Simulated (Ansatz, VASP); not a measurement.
CoNiO2: VASP beside Ansatz

```xyz
4
Lattice="3.0143 0.0000 0.0000 0.0000 3.0143 0.0000 0.0000 0.0000 4.2223" Properties=species:S:1:pos:R:3 pbc="T T T"
Ni    0.0000    0.0000    0.0000
Co    1.5072    1.5072    2.1111
O     0.0000    0.0000    2.1111
O     1.5072    1.5072    0.0000
```

Alike in both runs: task single point; functional PBEsol; k mesh 7 × 7 × 5; occupations fermi-dirac, width 0.05 eV; collinear spin; fixed moment 6 μB.

```csv
,VASP,Ansatz
version,VASP 6.6.1,Ansatz 0.2.0
potentials or method,"VASP PAW PBE potentials, release 64 (Ni, Co, O)",Ansatz PAW
plane-wave cutoff (eV),520,420
valence electrons in the cell,31,47
```

VASP gave:

- pressure (GPa): 1.5
- traceless stress, the component that is largest in VASP (GPa): 0.71
- net moment per atom (μB): 1.50
- size of the moment on the site where the two differ most (μB): 2.88

Problem. What did Ansatz give for the same quantities?

Solution. Pressure (GPa): 1.7; traceless stress, the component that is largest in VASP (GPa): 0.73; net moment per atom (μB): 1.50; size of the moment on the site where the two differ most (μB): 2.76.

VASP's potentials were made for PBE, not for PBEsol. Site moments also hang on the region over which each program counts them. With one functional, cell and mesh, what is left measures potentials, basis and numerics. VASP's potentials hold 31 valence electrons a cell and Ansatz's 47, so a difference there can come from the potentials and not from the codes.
